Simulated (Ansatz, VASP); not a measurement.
# Rh in VASP and in Ansatz

```
Rh
1.0
    -1.53497    1.53497    1.53497
     1.53497   -1.53497    1.53497
     1.53497    1.53497   -1.53497
Rh
1
Direct
  0.00000 0.00000 0.00000
```

Alike in both runs: task relaxation of cell and atoms; functional PBE; k mesh 26 × 26 × 26; occupations gaussian, width 0.1 eV; no spin polarisation.

|  | VASP | Ansatz |
| --- | --- | --- |
| version | VASP 6.6.1 | Ansatz 0.2.0 |
| potentials or method | VASP PAW PBE potentials, release 64 (Rh_pv), cutoff 600 eV | scalar-relativistic, plane waves, PAW |
| valence electrons in the cell | 15 | 17 |

```tsv
	VASP	Ansatz	Ansatz less VASP
gap on the k mesh at the Fermi level, each at its own relaxed structure (eV)	none	none	-
relaxed volume (Å³/atom)	14.47	14.47	0.000
relaxed cell length with the largest relative difference (Å)	2.659	2.659	0.0000
```

A gap of «none» marks a metal or a gap that the smearing closes. VASP's potentials hold 15 valence electrons a cell and Ansatz's 17, so a difference there can come from the potentials and not from the codes.

Noted on VASP's run: the relaxation stopped at its first step, so nothing moved.
